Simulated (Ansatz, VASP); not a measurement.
**CuO: VASP beside Ansatz**

```
Cu O
1.0
     0.00000   -2.13058   -2.13058
    -2.13058    0.00000   -2.13058
     2.13058    2.13058   -4.26115
Cu O
2 2
Cartesian
  0.0235 -0.0338 -4.1693
  0.0235 2.0967 -6.2999
  -0.0235 0.0338 -6.4836
  -0.0235 0.0338 -2.2224
```

Alike in both runs: task single point; functional BLYP; k mesh 10 × 10 × 6; occupations fermi-dirac, width 0.05 eV; no spin polarisation.

|  | VASP | Ansatz |
| --- | --- | --- |
| version | VASP 6.6.1 | Ansatz 0.2.0 |
| potentials or method | VASP PAW PBE potentials, release 64 (Cu, O) | Ansatz PAW |
| plane-wave cutoff (eV) | 520 | 420 |
| valence electrons in the cell | 34 | 50 |

```csv
,VASP,Ansatz,Ansatz less VASP
gap on the k mesh at the Fermi level (eV),none,none,-
pressure (GPa),9.8,9.3,-0.48
"traceless stress, the component that is largest in VASP (GPa)",4.89,4.59,-0.305
rms of the force components (eV/Å),0.687,0.657,-0.0300
```

VASP's potentials were made for PBE, not for BLYP. Atom by atom the forces differ by 0.030 eV/Å (rms over components). A gap of «none» marks a metal or a gap that the smearing closes. The functional is the same, so the differences come from potentials, cutoffs and numerics. VASP's potentials hold 34 valence electrons a cell and Ansatz's 50, so a difference there can come from the potentials and not from the codes.
